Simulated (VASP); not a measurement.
The system is CoO.

```xyz
2
Lattice="0.0000 2.1027 2.1027 2.1027 0.0000 2.1027 2.1027 2.1027 0.0000" Properties=species:S:1:pos:R:3 pbc="T T T"
Co    0.0000    0.0000    0.0000
O     2.1027    2.1027    2.1027
```

Base run:

```yaml
Program: VASP 6.6.1
Functional: PBE
Potentials_or_basis: VASP PAW PBE potentials, release 64 (Co_sv, O)
Cutoff: 600 eV
k_mesh: 11 × 11 × 11
Occupations: fermi-dirac, width 0.05 eV
Spin: collinear spin, ferromagnetic start
Starting_moments: "[2.0, 0.0] μB"
```

Its results: pressure 2.7 GPa; net moment 2.83 μB per cell; site moments Co +2.45; O +0.27 μB.

Task: The run is repeated on the same cell with these changes: potentials or basis from VASP PAW PBE potentials, release 64 (Co_sv, O) to VASP PAW PBE potentials, release 64 (Co, O); cutoff from 600 eV to 520 eV; further incar settings from ALGO = Normal; EDIFF = 1e-06; NBANDS = 22 to ALGO = Normal; EDIFF = 1e-06; NBANDS = 18; valence electrons from 23 to 15. What comes out?

Result: Pressure 4.6 GPa; net moment 2.80 μB per cell; site moments Co +2.48; O +0.27 μB.

Caveats: a cell with one magnetic atom can't hold antiferromagnetic order, which such compounds often take.
